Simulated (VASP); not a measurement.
Write the native input for VASP 6.6.1 that does the following.

```
Task                               : single point
Functional                         : HSE06
Potentials or basis                : VASP PAW PBE potentials, release 64 (Rb_sv, Cl)
Cutoff                             : 400 eV
k mesh                             : 4 × 4 × 4
Occupations                        : gaussian, width 0.01 eV
Spin                               : no spin polarisation
Dipole correction                  : no
Grid for exact exchange (PRECFOCK) : Normal
Further INCAR settings             : ALGO = Normal; EDIFF = 1e-06; NBANDS = 15
Screening parameter                : 0.2079 1/Å
```

Crystal: RbCl.

```
CELL_PARAMETERS angstrom
0.00000 3.30573 3.30573
3.30573 0.00000 3.30573
3.30573 3.30573 0.00000
ATOMIC_POSITIONS crystal
Rb 0.00000 0.00000 0.00000
Cl 0.50000 0.50000 0.50000
```

The input as run:

POSCAR

```
RbCl
1.0
    0.0000000000      3.3057261382      3.3057261382
    3.3057261382      0.0000000000      3.3057261382
    3.3057261382      3.3057261382      0.0000000000
Rb Cl
1 1
Direct
    0.0000000000      0.0000000000      0.0000000000
    0.5000000000      0.5000000000      0.5000000000
```

INCAR.step1

```
SYSTEM = RbCl
ALGO     = Normal         ! electronic algorithm
EDIFF    = 1E-5           ! SCF threshold, eV
ENCUT    = 400            ! plane-wave cutoff, eV
GGA      = PE             ! functional
GGA_COMPAT= .False.      
ISIF     = 2              ! what is computed and relaxed
ISMEAR   = 0              ! smearing method
LASPH    = .True.         ! aspherical terms in the spheres
LCHARG   = .False.        ! write CHGCAR
LREAL    = .False.        ! projectors in reciprocal space
LWAVE    = .True.         ! write WAVECAR
NBANDS   = 15             ! bands
NELM     = 120            ! most SCF steps
PREC     = Accurate       ! precision mode
SIGMA    = 0.01           ! smearing width, eV
```

INCAR.step2

```
SYSTEM = RbCl
ALGO     = Normal         ! electronic algorithm
EDIFF    = 1E-6           ! SCF threshold, eV
ENCUT    = 400            ! plane-wave cutoff, eV
GGA      = PE             ! functional
GGA_COMPAT= .False.      
HFSCREEN = 0.2079         ! screening, 1/A
ISIF     = 2              ! what is computed and relaxed
ISMEAR   = 0              ! smearing method
ISTART   = 1            
LASPH    = .True.         ! aspherical terms in the spheres
LCHARG   = .False.        ! write CHGCAR
LHFCALC  = .True.         ! exact exchange
LREAL    = .False.        ! projectors in reciprocal space
LWAVE    = .False.        ! write WAVECAR
NBANDS   = 15             ! bands
NELM     = 120            ! most SCF steps
PREC     = Accurate       ! precision mode
PRECFOCK = Normal       
SIGMA    = 0.01           ! smearing width, eV
```

KPOINTS

```
k-points
0
Gamma
  4 4 4
  0 0 0
```

Potentials or basis: VASP PAW PBE potentials, release 64 (Rb_sv, Cl).

Launch:

```console
$ cat potpaw_PBE.64/Rb_sv/POTCAR potpaw_PBE.64/Cl/POTCAR > POTCAR
$ cp INCAR.step1 INCAR
$ mpirun -np 1 vasp_std > vasp.out
$ cp INCAR.step2 INCAR
$ mpirun -np 1 vasp_std > vasp.out
```

It gave:

| Item | Value |
| --- | --- |
| Pressure | 0.3 GPa |
| Band gap on the k mesh | 6.25 eV, direct |

Caveat: the PAW data sets were made with another functional, which shifts forces and pressure a little.

Run time: 3.3 min on 1 thread of AMD EPYC 9R45 96-Core Processor (Zen 5) (shared host), peak memory 0.24 GiB.
